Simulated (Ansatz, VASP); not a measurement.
**Two plane-wave programs on Au**

```xyz
1
Lattice="0.2567 2.1815 2.1815 2.1815 0.2567 2.1815 2.1815 2.1815 0.2567" Properties=species:S:1:pos:R:3 pbc="T T T"
Au    0.0000    0.0000    0.0000
```

Alike in both runs: task single point; functional PBE; k mesh 22 × 22 × 22; occupations gaussian, width 0.15 eV; no spin polarisation.

|  | VASP | Ansatz |
| --- | --- | --- |
| version | VASP 6.6.1 | Ansatz 0.2.0 |
| potentials or method | VASP PAW PBE potentials, release 64 (Au), cutoff 520 eV | scalar-relativistic, plane waves, PAW |
| valence electrons in the cell | 11 | 19 |

```tsv
	VASP	Ansatz	Ansatz less VASP
gap on the k mesh at the Fermi level (eV)	none	none	-
pressure (GPa)	14.8	15.1	+0.29
traceless stress, the component that is largest in VASP (GPa)	-7.09	-7.14	-0.045
```

A gap of «none» marks a metal or a gap that the smearing closes. VASP's potentials hold 11 valence electrons a cell and Ansatz's 19, so a difference there can come from the potentials and not from the codes.

Spin-orbit coupling is off throughout.
